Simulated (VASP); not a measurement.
Runs of VASP 6.6.1 on SnP2. The structure is that of space group Fm-3m (No. 225), or close to it. The cells are those of the table. 

| task | cell | k mesh | cutoff (eV) | gap on the mesh (eV) | pressure (GPa) |
| --- | --- | --- | --- | --- | --- |
| single point | a = 4.568 Å, angles 60.0°, 3 atoms | 12 × 12 × 12 | 520 | none | 0.0 |
| single point | a = 4.368 Å, angles 60.0°, 3 atoms | 6 × 6 × 6 | 520 | none | (a) |
| single point | a = 4.568 Å, angles 60.0°, 3 atoms | 6 × 6 × 6 | 520 | none | -0.1 |
| relaxation of cell and atoms | relaxed from a = 4.368 Å, angles 60.0°, 3 atoms | 6 × 6 × 6 | 600 | none | 0.1 |

Alike in all rows: level PBE; potentials or basis VASP PAW PBE potentials, release 64 (Sn_d, P); no spin polarisation; smearing gaussian 0.1 eV.

Task: Fill in the values left out.

Result: (a) 11.6.

Caveats: spin-orbit coupling is left out, which moves the levels of the heavy elements.

A k mesh can miss the band edges, and the runs leave out spin-orbit coupling on Sn.

A gap of «none» marks levels without a gap at the run's occupations.
